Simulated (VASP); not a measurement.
Set up this calculation in VASP 6.6.1, as the native input.

* Task: single point
* Functional: r2SCAN
* Potentials or basis: VASP PAW PBE potentials, release 64 (B, P)
* Cutoff: 520 eV
* k mesh: 10 × 10 × 10
* Occupations: gaussian, width 0.02 eV
* Spin: no spin polarisation
* Dipole correction: no
* Further INCAR settings: ALGO = Normal; EDIFF = 1e-06; NBANDS = 11

Crystal: BP.

```
CELL_PARAMETERS angstrom
0.00000 2.22196 2.22196
2.22196 0.00000 2.22196
2.22196 2.22196 0.00000
ATOMIC_POSITIONS crystal
B 0.00000 0.00000 0.00000
P 0.25000 0.25000 0.25000
```

This cell differs from its parent crystal: volume scaled by 0.94.

One way to write it, as run:

POSCAR

```
BP
1.0
    0.0000000000      2.2219626600      2.2219626600
    2.2219626600      0.0000000000      2.2219626600
    2.2219626600      2.2219626600      0.0000000000
B P
1 1
Direct
    0.0000000000      0.0000000000      0.0000000000
    0.2500000000      0.2500000000      0.2500000000
```

INCAR.step1

```
SYSTEM = BP
PREC = Accurate
ENCUT = 520
ISMEAR = 0
SIGMA = 0.02
LREAL = .FALSE.
LASPH = .TRUE.
NELM = 80
NBANDS = 11
GGA = PE
ALGO = Normal
EDIFF = 1E-4
LWAVE = .TRUE.
LCHARG = .FALSE.
```

INCAR.step2

```
SYSTEM = BP
PREC = Accurate
ENCUT = 520
EDIFF = 1E-6
ISMEAR = 0
SIGMA = 0.02
LREAL = .FALSE.
LASPH = .TRUE.
NELM = 80
ALGO = Normal
ISIF = 2
LWAVE = .FALSE.
LCHARG = .FALSE.
METAGGA = R2SCAN
LMIXTAU = .TRUE.
NBANDS = 11
ISTART = 1
```

KPOINTS

```
regular mesh
0
G
  10 10 10
  0 0 0
```

Potentials or basis: VASP PAW PBE potentials, release 64 (B, P).

Command:

```bash
$ cat potpaw_PBE.64/B/POTCAR potpaw_PBE.64/P/POTCAR > POTCAR
$ cp INCAR.step1 INCAR
$ mpirun -np 1 vasp_std > vasp.out
$ cp INCAR.step2 INCAR
$ mpirun -np 1 vasp_std > vasp.out
```

Results of the run:

The pressure is 11.2 GPa and the band gap on the k mesh is 1.36 eV, indirect (least direct gap 3.74 eV).

Caveat: the PAW data sets were made with another functional, which shifts forces and pressure a little.

It took 25 s on 1 thread of Intel(R) Xeon(R) Platinum 8375C CPU @ 2.90GHz (Ice Lake), with other jobs on the host, peak memory 0.14 GiB.
